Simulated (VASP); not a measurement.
Wanted: the native input for a VASP 6.6.1 run.

| Property | Result |
| --- | --- |
| Task | single point |
| Functional | RPBE |
| Potentials or basis | VASP PAW PBE potentials, release 64 (Pb_d, Cs_sv, Cl) |
| Cutoff | 520 eV |
| k mesh | 5 × 5 × 5 |
| Occupations | fermi-dirac, width 0.05 eV |
| Spin | no spin polarisation |
| Dipole correction | no |
| Further INCAR settings | ALGO = Normal; EDIFF = 1e-06; NBANDS = 30 |

The structure of CsPbCl3 lies in POSCAR:

```
CsPbCl3
1.0
    5.8553632425      0.0000000000      0.0000000000
    0.0000000000      5.8553632425      0.0000000000
    0.0000000000      0.0000000000      5.8553632425
Pb Cs Cl
1 1 3
Direct
    0.5000000000      0.5000000000      0.5000000000
    0.0000000000      0.0000000000      0.0000000000
    0.5000000000      0.0000000000      0.5000000000
    0.0000000000      0.5000000000      0.5000000000
    0.5000000000      0.5000000000      0.0000000000
```

The input as run:

INCAR

```
PREC = Accurate ; ENCUT = 520
EDIFF = 1E-6 ; ISMEAR = -1
SIGMA = 0.05 ; LREAL = F
LASPH = T ; NELM = 100
ALGO = Normal ; ISIF = 2
LWAVE = F ; LCHARG = T
GGA = RP ; LELF = T
LVHAR = T ; NBANDS = 30
```

KPOINTS

```
Automatic mesh
0
Gamma
  5 5 5
```

Potentials or basis: VASP PAW PBE potentials, release 64 (Pb_d, Cs_sv, Cl).

Run with:

```bash
$ cat potpaw_PBE.64/Pb_d/POTCAR potpaw_PBE.64/Cs_sv/POTCAR potpaw_PBE.64/Cl/POTCAR > POTCAR
$ mpirun -np 1 vasp_std > vasp.out
```

Results of the run:

```json
{
  "Pressure": "0.0 GPa",
  "Band gap on the k mesh": "3.30 eV"
}
```

Caveat: the PAW data sets were made with another functional, which shifts forces and pressure a little; spin-orbit coupling is left out, which moves the levels of the heavy elements; an odd mesh through Γ misses points on the zone boundary, where band edges can lie.

Run time: 31 s on 1 thread of Intel(R) Xeon(R) 6975P-C (Granite Rapids) (shared host), peak memory 0.34 GiB.
